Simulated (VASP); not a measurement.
# PtSe2 (P-3m1) in VASP: a series of runs, part 2 of 2

VASP 6.6.1. Earlier steps stand in the parts before.

**3. Relaxation of cell and atoms, r2SCAN, target pressure 15 GPa, at which the enthalpy is minimised**

This run uses another cell than the first one, of 17.33 Å³/atom.

File POSCAR:

```
PtSe2
1.0
    3.6187749144      0.0000000000      0.0000000000
   -1.8093874572      3.1339510064      0.0000000000
    0.0000000000      0.0000000000      4.5848109217
Pt Se
1 2
Direct
    0.0000000000      0.0000000000      0.0000000000
    0.6666666667      0.3333333333      0.7296022648
    0.3333333333      0.6666666667      0.2703977352
```

File INCAR.step1:

```
SYSTEM = PtSe2
  PREC = Accurate
  ENCUT = 600
  ISMEAR = 0
  SIGMA = 0.1
  LREAL = .FALSE.
  LASPH = .TRUE.
  NELM = 60
  GGA = PE
  ALGO = Normal
  EDIFF = 1E-4
  LWAVE = .TRUE.
  LCHARG = .FALSE.
```

File INCAR.step2:

```
SYSTEM = PtSe2
  PREC = Accurate
  ENCUT = 600
  EDIFF = 1E-7
  ISMEAR = 0
  SIGMA = 0.1
  LREAL = .FALSE.
  LASPH = .TRUE.
  NELM = 60
  ALGO = Normal
  ISIF = 3
  LWAVE = .FALSE.
  LCHARG = .FALSE.
  METAGGA = R2SCAN
  LMIXTAU = .TRUE.
  IBRION = 2
  NSW = 70
  EDIFFG = -0.008
  PSTRESS = 150.0
  ISTART = 1
```

File KPOINTS:

```
regular mesh
0
G
  12 12 10
  0 0 0
```

Potentials or basis: VASP PAW PBE potentials, release 64 (Pt, Se).

The run is started by

```
$ cat potpaw_PBE.64/Pt/POTCAR potpaw_PBE.64/Se/POTCAR > POTCAR
$ cp INCAR.step1 INCAR
$ mpirun -np 1 vasp_std > vasp.out
$ cp INCAR.step2 INCAR
$ mpirun -np 1 vasp_std > vasp.out
```

OUTCAR:

```text
SYSTEM = PtSe2
   PREC = Accurate
   ENCUT = 600
   EDIFF = 1E-7
   ISMEAR = 0
   LREAL = .FALSE.
   LASPH = .TRUE.
   NELM = 60
   ISIF = 3
   METAGGA = R2SCAN
   IBRION = 2
   NSW = 70
   EDIFFG = -0.008
   PSTRESS = 150.0
   ISTART = 1

 ion  position               nearest neighbor table
   1  0.000  0.000  0.000-   2 2.43   3 2.43   3 2.43   2 2.43   2 2.43   3 2.43
   2  0.667  0.333  0.730-   1 2.43   1 2.43   1 2.43
   3  0.333  0.667  0.270-   1 2.43   1 2.43   1 2.43

  LATTYP: Found a hexagonal cell.
 ALAT       =     3.6187749144
 C/A-ratio  =     1.2669511175

  Lattice vectors:

 A1 = (   3.6187749144,   0.0000000000,   0.0000000000)
 A2 = (  -1.8093874572,   3.1339510064,   0.0000000000)
 A3 = (   0.0000000000,   0.0000000000,   4.5848109217)

Analysis of symmetry for initial positions (statically):
[... 392 lines left out ...]
  band No.  band energies     occupation
      1      -9.2062      2.00000
      2      -4.9005      2.00000
      3      -0.1265      2.00000
      4       0.9675      2.00000
      5       0.9675      2.00000
      6       3.7220      2.00000
      7       3.7220      2.00000
      8       5.2350      2.00000
      9       6.9123      2.00000
     10       6.9123      2.00000
     11       8.8355      0.00000
     12       8.8355      0.00000
     13       9.1236      0.00000
     14      11.4863      0.00000
[... 401 lines left out ...]
      2      -5.3261      2.00000
      3       0.2387      2.00000
      4       1.1294      2.00000
      5       1.6558      2.00000
      6       2.9638      2.00000
      7       3.5684      2.00000
      8       4.4907      2.00000
      9       5.7959      2.00000
     10       6.5731      2.00000
     11       7.9597      1.99787
     12       8.9159      0.00000
     13       9.9384      0.00000
     14      13.0064      0.00000
     15      13.9217      0.00000

 [... further k-points ...]

------------------------ aborting loop because EDIFF is reached ----------------------------------------

  FORCE on cell =-STRESS in cart. coord.  units (eV):
  Direction    XX          YY          ZZ          XY          YZ          ZX
  --------------------------------------------------------------------------------------
  -------------------------------------------------------------------------------------
  Total        4.9842125      4.9842125      4.9828732      0.0000000      0.0000000      0.0000000
  in kB      150.5080063    150.5080063    150.4675645      0.0000000      0.0000000      0.0000000
  external PRESSURE =       0.4945257 kB  Pullay stress =     150.0000000 kB
[... 22 lines left out ...]
  energy  without entropy=      -81.0625232021  energy(sigma->0) =      -81.06420802

  enthalpy is  TOTEN    =       -76.0985034488 eV   P V=        4.9673893855

 reached required accuracy - stopping structural energy minimisation
```

OUTCAR.step1:

```text
SYSTEM = PtSe2
   PREC = Accurate
   ENCUT = 600
   ISMEAR = 0
   LREAL = .FALSE.
   LASPH = .TRUE.
[... 658 lines left out ...]
      0.00000      0.00000      0.00000        -0.000000      0.000000      0.000000
      1.80939      1.04465      3.34509         0.000000      0.000000     -1.280640
     -0.00000      2.08930      1.23972         0.000000      0.000000      1.280640
 -----------------------------------------------------------------------------------
    total drift:                                0.000000     -0.000000      0.000000

  FREE ENERGIE OF THE ION-ELECTRON SYSTEM (eV)
  ---------------------------------------------------
  free  energy   TOTEN  =       -13.5873212793 eV

  energy  without entropy=      -13.5836708782  energy(sigma->0) =      -13.58549608
```

Run time: 1.7 h. Hardware: 1 thread of Oxide Virtual Turin-like, shared host; peak memory 0.31 GiB.

What came out:

| Item | Value |
| --- | --- |
| Free energy | -81.0659 eV |
| Relaxed volume | 17.69 Å³/atom |
| Relaxed cell | a = 3.687 Å, b = 3.687 Å, c = 4.506 Å, α = 90.00°, β = 90.00°, γ = 120.00° |
| Space group after relaxing (to 0.1 Å) | P-3m1 (No. 164) |
| Energy change on relaxing (the run minimises the enthalpy) | -63.7 meV/atom |
| Ionic steps | 10 |
| Pressure after relaxing | 15.0 GPa |
| Largest force after relaxing | 0.004 eV/Å |
| Band gap on the k mesh | zero (bands 11 and 12 overlap by 0.66 eV) |

Forces on the atoms (eV/Å):
```
Pt   0.000  0.000  0.000
Se   0.000  0.000  0.004
Se   0.000  0.000 -0.004
```

Step by step:
```
step  energy change (eV)  largest force (eV/Å)  pressure (GPa)  volume (Å³)
   1              0.0000                1.0520           24.18        52.00
   2             -0.3859                1.1498           -3.51        59.82
   3             -0.2794                0.2308           13.83        54.17
   4             -0.2711                0.2607           14.21        54.08
   5             -0.2420                0.1514           14.58        53.67
   6             -0.1879                0.0307           15.27        53.03
   7             -0.2062                0.0737           14.35        53.22
   8             -0.1988                0.0557           14.73        53.14
   9             -0.1906                0.0008           15.07        53.05
  10             -0.1911                0.0043           15.05        53.06
```

Final structure:
```
Pt Se
1.0
     3.68722    0.00000    0.00000
    -1.84361    3.19322    0.00000
     0.00000    0.00000    4.50629
Pt Se
1 2
Direct
  0.00000 0.00000 0.00000
  0.66667 0.33333 0.72015
  0.33333 0.66667 0.27985
```

Caveat: the cell is relaxed towards a set pressure, so the run minimises the enthalpy, not the energy; the PAW data sets were made with another functional, which shifts forces and pressure a little; spin-orbit coupling is left out, which moves the levels of the heavy elements.
